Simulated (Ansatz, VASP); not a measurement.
## Bi2Se3: VASP beside Ansatz

```
Bi Se
1.0
     2.04350    1.17982    9.41632
    -2.04350    1.17982    9.41632
     0.00000   -2.35963    9.41632
Bi Se
2 3
Direct
  0.40080 0.40080 0.40080
  0.59920 0.59920 0.59920
  0.00000 0.00000 0.00000
  0.21170 0.21170 0.21170
  0.78830 0.78830 0.78830
```

Change from the starting cell: volume scaled by 0.96, crystal datasets.

Alike in both runs: task electric field gradients; functional PBEsol; k mesh 6 × 6 × 6; occupations fermi-dirac, width 0.03 eV; no spin polarisation.

|  | VASP | Ansatz |
| --- | --- | --- |
| version | VASP 6.6.1 | Ansatz 0.2.0 |
| potentials or method | VASP PAW PBE potentials, release 64 (Bi_d, Se), cutoff 520 eV | all-electron PAW with datasets made for the crystal, scalar-relativistic |

```tsv
	VASP	Ansatz	Ansatz less VASP
pressure (GPa)	2.5	2.5	-0.05
rms of the force components (eV/Å)	0.198	0.189	-0.0083
size of Vzz on the site where it differs most (V/Å²)	73.1	76.8	+3.65
```

VASP's potentials were made for PBE, not for PBEsol. Atom by atom the forces differ by 0.008 eV/Å (rms over components). Ansatz ran all-electron here, and VASP with PAW potentials.

Neither program's run includes spin-orbit coupling.
